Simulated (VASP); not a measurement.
# FeO (Wuestite) (R-3m) in VASP: further runs

FeO (Wuestite) is run at these levels: PBE, PBEsol, LDA; tasks: single point.

Everything below comes from runs of VASP 6.6.1. Logs are shortened: lines on timing, memory, paths and dates and some standing lists are left out, and cuts for length are marked.

## 1. The cell of the first run

It takes space group R-3m (No. 166, trigonal). Conventional cell: a = 3.038 Å, b = 3.038 Å, c = 7.559 Å, α = 90.00°, β = 90.00°, γ = 120.00°. Within 2.9 Å of Fe (site symmetry -3m) lie 6 O at 2.16 Å. O (site symmetry -3m) has 6 Fe at 2.16 Å within 2.9 Å.

## 2. Single point, PBE, collinear spin, ferromagnetic start

Input file INCAR:

```
  PREC = Accurate
  ENCUT = 520
  EDIFF = 1E-7
  ISMEAR = -1
  SIGMA = 0.05
  LREAL = False
  LASPH = True
  NELM = 150
  ALGO = Normal
  ISIF = 2
  LWAVE = False
  LCHARG = True
  ISPIN = 2
  MAGMOM = 4.5 0
  LORBIT = 11
  LMAXMIX = 4
  GGA = PE
  LELF = True
  LVHAR = True
  NBANDS = 18
```

Input file KPOINTS:

```
regular mesh
0
Gamma
  11 11 11
```

Input file POSCAR:

```
FeO
1.0
    1.5188209023      0.8768916568      2.5195772846
   -1.5188209023      0.8768916568      2.5195772846
    0.0000000000     -1.7537833136      2.5195772846
Fe O
1 1
Direct
    0.0000000000      0.0000000000      0.0000000000
    0.5000000000      0.5000000000      0.5000000000
```

Potentials or basis: VASP PAW PBE potentials, release 64 (Fe, O).

On the command line:

```bash
> cat potpaw_PBE.64/Fe/POTCAR potpaw_PBE.64/O/POTCAR > POTCAR
> mpirun -np 1 vasp_std > vasp.out
```

OUTCAR:

```text
PREC = Accurate
   ENCUT = 520
   EDIFF = 1E-7
   ISMEAR = -1
   LREAL = False
   LASPH = True
   NELM = 150
   ISIF = 2
   ISPIN = 2
   LORBIT = 11
   GGA = PE

 ion  position               nearest neighbor table
   1  0.000  0.000  0.000-   2 2.16   2 2.16   2 2.16   2 2.16   2 2.16   2 2.16
   2  0.500  0.500  0.500-   1 2.16   1 2.16   1 2.16   1 2.16   1 2.16   1 2.16

  LATTYP: Found a trigonal (rhomboedric) cell.
 ALAT       =     3.0698575869
 COS(alpha) =     0.5104391626

  Lattice vectors:

 A1 = (   1.5188209023,   0.8768916568,   2.5195772846)
 A2 = (  -1.5188209023,   0.8768916568,   2.5195772846)
 A3 = (   0.0000000000,  -1.7537833136,   2.5195772846)

Analysis of symmetry for initial positions (statically):
=====================================================================
 Subroutine PRICEL returns:
 Original cell was already a primitive cell.

 Routine SETGRP: Setting up the symmetry group for a
 trigonal (rhombohedral) supercell.

 Subroutine GETGRP returns: Found 12 space group operations
 (whereof 12 operations were pure point group operations)
 out of a pool of 12 trial point group operations.

The static configuration has the point symmetry D_3d.

Analysis of symmetry for dynamics (positions and initial velocities):
=====================================================================
 Subroutine PRICEL returns:
 Original cell was already a primitive cell.

 Routine SETGRP: Setting up the symmetry group for a
 trigonal (rhombohedral) supercell.

 Subroutine GETGRP returns: Found 12 space group operations
 (whereof 12 operations were pure point group operations)
 out of a pool of 12 trial point group operations.

The dynamic configuration has the point symmetry D_3d.

Analysis of structural, dynamic, and magnetic symmetry:
=====================================================================
 Subroutine PRICEL returns:
 Original cell was already a primitive cell.

 Routine SETGRP: Setting up the symmetry group for a
 trigonal (rhombohedral) supercell.

 Subroutine GETGRP returns: Found 12 space group operations
 (whereof 12 operations were pure point group operations)
 out of a pool of 12 trial point group operations.

The overall configuration has the point symmetry D_3d.

 Subroutine INISYM returns: Found 12 space group operations
 (whereof 12 operations are pure point group operations),
 and found     1 'primitive' translations

----------------------------------------------------------------------------------------

                                     Primitive cell

[... 107 lines left out ...]
   IALGO  =     38    algorithm
   IMIX   =      4    mixing-type and parameters
     AMIX     =   0.40;   BMIX     =  1.00
     AMIX_MAG =   1.60;   BMIX_MAG =  1.00
  volume/ion in A,a.u.               =      10.07        67.94
  Fermi-wavevector in a.u.,A,eV,Ry     =   1.450353  2.740770 28.620176  2.103524
  Thomas-Fermi vector in A             =   2.567975
   LORBIT       =     11    0 simple, 1 ext, 2 COOP (PROOUT), +10 PAW based schemes
   GGA     = PE    functional components
   LHFCALC =     F    Hartree Fock is set to
   AEXX    =    0.0000 exact exchange contribution
   IVDW    =     0    specifies the selected vdW correction
   LEPSILON=     F    determine dielectric tensor
   LRPA    =     F    only Hartree local field effects (RPA)
 spin polarized calculation
  energy-cutoff  :      520.00
  volume of cell :       20.13
 maximum number of plane-waves:       556
   NGX = 11   NGY = 11   NGZ = 11

 number of electron      13.9999999 magnetization       3.9991807

 Free energy of the ion-electron system (eV)
  ---------------------------------------------------
  ext. energy  EPLUGINS =         0.00000000
  ---------------------------------------------------
  free energy    TOTEN  =       -14.93495684 eV

  energy without entropy =      -14.92305089  energy(sigma->0) =      -14.92900386

 E-fermi :   6.1396     XC(G=0): -12.1344

 val. band max:        6.1374518384   @ k =   0.2727   0.0909   0.0909
 cond. band min:       6.1397214327   @ k =  -0.4545   0.1818  -0.0000
 fundamental gap:      0.0022695943
 Fermi energy:         6.1396234839

 spin component 1

 k-point     1 :       0.0000    0.0000    0.0000
  band No.  band energies     occupation
      1     -14.5333      1.00000
      2       2.2335      1.00000
      3       2.2963      1.00000
      4       2.2963      1.00000
      5       2.3014      1.00000
      6       2.4008      1.00000
[... 493 lines left out ...]
     17      32.7487      0.00000
     18      34.4772      0.00000

 [... further k-points ...]

 spin component 2

 k-point     1 :       0.0000    0.0000    0.0000
  band No.  band energies     occupation
      1     -14.0031      1.00000
      2       2.8543      1.00000
      3       2.9570      1.00000
      4       2.9570      1.00000
      5       5.3569      1.00000
      6       5.4422      1.00000
[... 493 lines left out ...]
     17      33.5800      0.00000
     18      35.1768      0.00000

 [... further k-points ...]
[... 5 lines left out ...]
  --------------------------------------------------------------------------------------
  -------------------------------------------------------------------------------------
  Total       -0.1132754     -0.1132754     -0.2383947      0.0000000      0.0000000      0.0000000
  in kB       -9.0139439     -9.0139439    -18.9703682      0.0000000      0.0000000      0.0000000
  external PRESSURE =     -12.3327520 kB  Pullay stress =       0.0000000 kB

 VOLUME and BASIS-vectors are now :
 -----------------------------------------------------------------------------
  energy-cutoff  :      520.00
  volume of cell :       20.13
      direct lattice vectors                 reciprocal lattice vectors
     1.518820902  0.876891657  2.519577285     0.329202738  0.190065290  0.132297324
    -1.518820902  0.876891657  2.519577285    -0.329202738  0.190065290  0.132297324
     0.000000000 -1.753783314  2.519577285     0.000000000 -0.380130579  0.132297324

 POSITION                                       TOTAL-FORCE (eV/Angst)
 -----------------------------------------------------------------------------------
      0.00000      0.00000      0.00000         0.000000      0.000000     -0.000000
      0.00000      0.00000      3.77937         0.000000     -0.000000      0.000000
 -----------------------------------------------------------------------------------
    total drift:                               -0.000000      0.000000     -0.000000

  FREE ENERGIE OF THE ION-ELECTRON SYSTEM (eV)
  ---------------------------------------------------
  free  energy   TOTEN  =       -14.9349568371 eV

  energy  without entropy=      -14.9230508902  energy(sigma->0) =      -14.92900386

 total charge

# of ion       s       p       d       tot
------------------------------------------
    1        0.286   0.355   6.082   6.723
    2        1.556   3.435   0.000   4.991
--------------------------------------------------
tot          1.842   3.789   6.082  11.714

 magnetization (x)

# of ion       s       p       d       tot
------------------------------------------
    1        0.027   0.021   3.571   3.619
    2        0.030   0.271   0.000   0.301
--------------------------------------------------
tot          0.057   0.292   3.571   3.920
```

OSZICAR:

```text
N       E                     dE             d eps       ncg     rms          rms(c)
DAV:   1     0.691613711543E+02    0.69161E+02   -0.69341E+03 11330   0.917E+02
DAV:   2    -0.133429715742E+02   -0.82504E+02   -0.69801E+02 10836   0.204E+02
DAV:   3    -0.177992233716E+02   -0.44563E+01   -0.43839E+01 12298   0.515E+01
DAV:   4    -0.178310154590E+02   -0.31792E-01   -0.31778E-01 12730   0.415E+00
DAV:   5    -0.178312358439E+02   -0.22038E-03   -0.22037E-03 12680   0.357E-01    0.153E+01
DAV:   6    -0.157333074992E+02    0.20979E+01   -0.17003E+01 14086   0.557E+01    0.189E+01
DAV:   7    -0.149564049081E+02    0.77690E+00   -0.38322E+00 13598   0.361E+01    0.926E+00
DAV:   8    -0.149586211841E+02   -0.22163E-02   -0.20571E-01 13288   0.513E+00    0.543E+00
DAV:   9    -0.149345594072E+02    0.24062E-01   -0.11665E-01 16216   0.561E+00    0.162E+00
DAV:  10    -0.149357868623E+02   -0.12275E-02   -0.25051E-02 14004   0.319E+00    0.299E-01
DAV:  11    -0.149348850526E+02    0.90181E-03   -0.64044E-03 15500   0.101E+00    0.824E-02
DAV:  12    -0.149349459973E+02   -0.60945E-04   -0.35445E-04 11498   0.139E-01    0.609E-02
DAV:  13    -0.149349509138E+02   -0.49165E-05   -0.64208E-05 16010   0.105E-01    0.243E-02
DAV:  14    -0.149349568438E+02   -0.59299E-05   -0.12638E-05 11856   0.288E-02    0.145E-02
DAV:  15    -0.149349568371E+02    0.66179E-08   -0.30741E-07 13012   0.663E-03
   1 F= -.14934957E+02 E0= -.14929004E+02  d E =-.119059E-01  mag=     4.0001
```

stdout:

```text
POSCAR found type information on POSCAR FeO
 POSCAR found :  2 types and       2 ions
 scaLAPACK will be used
 LDA part: xc-table for (Slater+PW92), standard interpolation
 POSCAR, INCAR and KPOINTS ok, starting setup
 FFT: planning ... GRIDC
 FFT: planning ... GRID_SOFT
 FFT: planning ... GRID
 WAVECAR not read
 entering main loop
```

Wall time 54 s (1 thread of Intel Xeon 6975P-C (Granite Rapids), shared host); peak memory 0.21 GiB.

What came out:

| Property | Result |
| --- | --- |
| Free energy | -14.9350 eV |
| Pressure | -1.2 GPa |
| Band gap on the k mesh | zero (filled and empty bands overlap) |
| Net moment | 4.00 μB per cell |
| Site moments | Fe +3.62; O +0.30 μB |
| Valence electrons inside the program's atomic spheres | Fe 6.72; O 4.99 |

Caveat: a cell with one magnetic atom can't hold antiferromagnetic order, which such compounds often take; semilocal functionals often make such compounds metallic where correlation or magnetic order opens a gap, which also shifts bond lengths. With open d or f shells a metallic result of PBE can be an artefact of self-interaction; +U or a hybrid may open a gap.

## 3. Single point, PBEsol, collinear spin, ferromagnetic start (volume scaled by 1.06)

Input file INCAR:

```
  ALGO = Normal
  EDIFF = 1E-6
  ENCUT = 520
  GGA = PS
  ISIF = 2
  ISMEAR = -1
  ISPIN = 2
  LASPH = True
  LCHARG = False
  LMAXMIX = 4
  LORBIT = 11
  LREAL = False
  LWAVE = False
  MAGMOM = 3 0
  NBANDS = 18
  NELM = 150
  PREC = Accurate
  SIGMA = 0.05
```

Input file KPOINTS:

```
k-points
0
Gamma
  11 11 11
```

Input file POSCAR:

```
FeO
1.0
    1.5486092669      0.8940899771      2.5689933065
   -1.5486092669      0.8940899771      2.5689933065
    0.0000000000     -1.7881799543      2.5689933065
Fe O
1 1
Direct
    0.0000000000      0.0000000000      0.0000000000
    0.5000000000      0.5000000000      0.5000000000
```

Potentials or basis: VASP PAW PBE potentials, release 64 (Fe, O).

On the command line:

```bash
> cat potpaw_PBE.64/Fe/POTCAR potpaw_PBE.64/O/POTCAR > POTCAR
> mpirun -np 1 vasp_std > vasp.out
```

Run time: 66 s. Hardware: 1 thread of Intel Xeon 6975P-C, shared host; peak memory 0.21 GiB.

It converged, with:

```yaml
Free_energy: -15.7361 eV
Pressure: -17.8 GPa
Band_gap_on_the_k_mesh: zero (filled and empty bands overlap)
Net_moment: 4.00 μB per cell
Site_moments: Fe +3.62; O +0.29 μB
Valence_electrons_inside_the_program's_atomic_spheres: Fe 6.64; O 4.93
```

Stress tensor (GPa, compression positive):
```
-17.40   0.00   0.00
  0.00 -17.40   0.00
  0.00   0.00 -18.53
```

Levels at points of the mesh, in eV from the Fermi level:
Spin up:
| k point | band 5 | band 6 | band 7 | band 8 | band 9 | band 10 | band 11 | band 12 | band 13 | band 14 |
| --- | --- | --- | --- | --- | --- | --- | --- | --- | --- | --- |
| (0.00, 0.00, 0.00) | -3.68 | -3.65 | -3.65 | -3.58 | -3.58 | -0.34 | 15.00 | 16.08 | 16.48 | 16.48 |
Spin down:
```csv
k point,band 1,band 2,band 3,band 4,band 5,band 6,band 7,band 8,band 9,band 10
"(0.00, 0.00, 0.00)",-19.65,-3.12,-3.02,-3.02,-0.71,-0.63,-0.63,0.14,0.14,0.46
```

Caveat: the cell differs from its parent crystal (volume scaled by 1.06); the PAW data sets were made with another functional, which shifts forces and pressure a little; a cell with one magnetic atom can't hold antiferromagnetic order, which such compounds often take; semilocal functionals often make such compounds metallic where correlation or magnetic order opens a gap, which also shifts bond lengths.

## 4. Single point, LDA, collinear spin, ferromagnetic start

This run uses another cell than the first one, of 9.46 Å³/atom, 0.940 times its volume.

Input file INCAR:

```
PREC = Accurate
ENCUT = 520
EDIFF = 1E-6
ISMEAR = -1
SIGMA = 0.05
LREAL = False
LASPH = True
NELM = 150
ALGO = Normal
ISIF = 2
LWAVE = False
LCHARG = False
ISPIN = 2
MAGMOM = 3 0
LORBIT = 11
LMAXMIX = 4
NBANDS = 18
```

Input file KPOINTS:

```
regular mesh
0
Gamma
  9 9 9
```

Input file POSCAR:

```
FeO
1.0
    1.4878158575      0.8589908858      2.4681429078
   -1.4878158575      0.8589908858      2.4681429078
    0.0000000000     -1.7179817717      2.4681429078
Fe O
1 1
Direct
    0.0000000000      0.0000000000      0.0000000000
    0.5000000000      0.5000000000      0.5000000000
```

Potentials or basis: VASP PAW LDA potentials, release 64 (Fe, O).

On the command line:

```bash
> cat potpaw_LDA.64/Fe/POTCAR potpaw_LDA.64/O/POTCAR > POTCAR
> mpirun -np 1 vasp_std > vasp.out
```

It took 32 s on 1 thread of Intel Xeon Platinum 8488C (Sapphire Rapids), shared host; peak memory 0.16 GiB.

Results (log left out):

* Free energy: -16.4846 eV
* Pressure: -7.4 GPa
* Net moment: 3.84 μB per cell
* Site moments: Fe +3.46; O +0.29 μB
* Valence electrons inside the program's atomic spheres: Fe 6.88; O 4.98

Stress tensor (GPa, compression positive):
```
-7.00  0.00  0.00
 0.00 -7.00  0.00
 0.00  0.00 -8.09
```

Levels at points of the mesh, in eV from the Fermi level:
Spin up:
| k point | band 5 | band 6 | band 7 | band 8 | band 9 | band 10 | band 11 | band 12 | band 13 | band 14 |
| --- | --- | --- | --- | --- | --- | --- | --- | --- | --- | --- |
| (0.00, 0.00, 0.00) | -3.67 | -3.59 | -3.59 | -3.30 | -3.30 | 0.58 | 15.60 | 17.23 | 17.65 | 17.65 |
Spin down:
```tsv
k point	band 2	band 3	band 4	band 5	band 6	band 7	band 8	band 9
(0.00, 0.00, 0.00)	-3.47	-3.36	-3.36	-0.92	-0.82	-0.82	-0.09	-0.09
```

Caveat: a cell with one magnetic atom can't hold antiferromagnetic order, which such compounds often take; semilocal functionals often make such compounds metallic where correlation or magnetic order opens a gap, which also shifts bond lengths. With open d or f shells a metallic result of LDA can be an artefact of self-interaction; +U or a hybrid may open a gap.

## 5. Single point, LDA, collinear spin, ferromagnetic start

This run uses another cell than the first one, of 9.66 Å³/atom, 0.960 times its volume.

Input file INCAR:

```
SYSTEM = FeO
PREC = Accurate
ENCUT = 520
EDIFF = 1E-6
ISMEAR = -1
SIGMA = 0.05
LREAL = .FALSE.
LASPH = .TRUE.
NELM = 150
ALGO = Normal
ISIF = 2
LWAVE = .FALSE.
LCHARG = .FALSE.
ISPIN = 2
MAGMOM = 3 0
LORBIT = 11
LMAXMIX = 4
NBANDS = 18
```

Input file KPOINTS:

```
regular mesh
0
G
  9 9 9
  0 0 0
```

Input file POSCAR:

```
FeO
1.0
    1.4982937792      0.8650403168      2.4855247686
   -1.4982937792      0.8650403168      2.4855247686
    0.0000000000     -1.7300806335      2.4855247686
Fe O
1 1
Direct
    0.0000000000      0.0000000000      0.0000000000
    0.5000000000      0.5000000000      0.5000000000
```

On the command line:

```bash
> cat potpaw_LDA.64/Fe/POTCAR potpaw_LDA.64/O/POTCAR > POTCAR
> mpirun -np 1 vasp_std > vasp.out
```

Wall time 38 s (1 thread of Intel Xeon Platinum 8488C (Sapphire Rapids), shared host); peak memory 0.17 GiB.

The run converged. Its results:

```
Free energy                                           : -16.4630 eV
Pressure                                              : -10.3 GPa
Net moment                                            : 3.92 μB per cell
Site moments                                          : Fe +3.51; O +0.30 μB
Valence electrons inside the program's atomic spheres : Fe 6.83; O 4.97
```

Stress tensor (GPa, compression positive):
```
 -9.93   0.00   0.00
  0.00  -9.93   0.00
  0.00   0.00 -11.06
```

Levels at points of the mesh, in eV from the Fermi level:
Spin up:
```tsv
k point	band 7	band 8	band 9	band 10	band 11	band 12
(0.00, 0.00, 0.00)	-3.58	-3.31	-3.31	0.47	15.55	17.06
```
Spin down:
| k point | band 1 | band 2 | band 3 | band 4 | band 5 | band 6 | band 7 | band 8 | band 9 | band 10 |
| --- | --- | --- | --- | --- | --- | --- | --- | --- | --- | --- |
| (0.00, 0.00, 0.00) | -20.10 | -3.34 | -3.23 | -3.23 | -0.86 | -0.76 | -0.76 | -0.04 | -0.04 | 1.23 |

Caveat: a cell with one magnetic atom can't hold antiferromagnetic order, which such compounds often take; semilocal functionals often make such compounds metallic where correlation or magnetic order opens a gap, which also shifts bond lengths. With open d or f shells a metallic result of LDA can be an artefact of self-interaction; +U or a hybrid may open a gap.

[end of part 1 of 2]
